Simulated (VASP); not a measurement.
Be: single point with PBE

Crystal: Be.

```
CELL_PARAMETERS angstrom
-3.35901 3.35901 3.35901
3.35901 -3.35901 3.35901
3.35901 3.35901 -3.35901
ATOMIC_POSITIONS crystal
Be 0.62500 0.25000 0.87500
Be 0.87500 0.62500 0.25000
Be 0.75000 0.62500 0.87500
Be 0.25000 0.87500 0.62500
Be 0.87500 0.75000 0.62500
Be 0.62500 0.87500 0.75000
```

```yaml
Program: VASP 6.6.1
Task: single point
Functional: PBE
Potentials_or_basis: VASP PAW PBE potentials, release 64 (Be)
Cutoff: 520 eV
k_mesh: 4 × 4 × 4
Occupations: gaussian, width 0.1 eV
Spin: no spin polarisation
```

| Property | Result |
| --- | --- |
| Pressure | 0.1 GPa |
| Band gap on the k mesh | zero (band 6 reaches -0.93 eV, above the bottom of band 7 at -1.80 eV) |

Levels at points of the mesh, in eV from the Fermi level:
| k point | band 4 | band 5 | band 6 | band 7 | band 8 | band 9 |
| --- | --- | --- | --- | --- | --- | --- |
| (0.00, 0.00, 0.00) | -2.99 | 0.05 | 0.05 | 0.05 | 0.10 | 0.10 |
| (0.50, 0.00, 0.00) | -2.32 | -0.77 | -0.69 | 0.35 | 1.01 | 2.11 |
| (0.50, 0.50, 0.50) | -1.65 | -0.82 | -0.82 | -0.82 | 2.03 | 2.03 |

Run time: 14 s on 1 thread of Intel(R) Xeon(R) 6975P-C (Granite Rapids) (shared host), peak memory 0.29 GiB.
